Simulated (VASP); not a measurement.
## La: single point with PBE

Crystal: La.

```
La
1.0
     5.73252    0.00000    0.00000
    -2.86626    4.96451    0.00000
     0.00000    0.00000    3.40919
La
3
Direct
  0.00000 0.00000 0.00000
  0.33333 0.66667 0.50000
  0.66667 0.33333 0.50000
```

```
Program                : VASP 6.6.1
Task                   : single point
Functional             : PBE
Potentials or basis    : VASP PAW PBE potentials, release 64 (La)
Cutoff                 : 520 eV
k mesh                 : 7 × 7 × 9
Occupations            : fermi-dirac, width 0.05 eV
Spin                   : no spin polarisation
Dipole correction      : no
Further INCAR settings : ALGO = Normal; EDIFF = 1e-06; NBANDS = 24
```

```
Pressure : 4.4 GPa
```

Levels at points of the mesh, in eV from the Fermi level:
| k point | band 15 | band 16 | band 17 | band 18 | band 19 | band 20 |
| --- | --- | --- | --- | --- | --- | --- |
| (0.00, 0.00, 0.00) | 0.39 | 0.74 | 0.74 | 0.82 | 0.82 | 0.99 |

Wall time 82 s on 1 thread of Intel(R) Xeon(R) 6975P-C (Granite Rapids), with other jobs on the host, peak memory 0.28 GiB.

Caveat: spin-orbit coupling is left out, which moves the levels of the heavy elements.
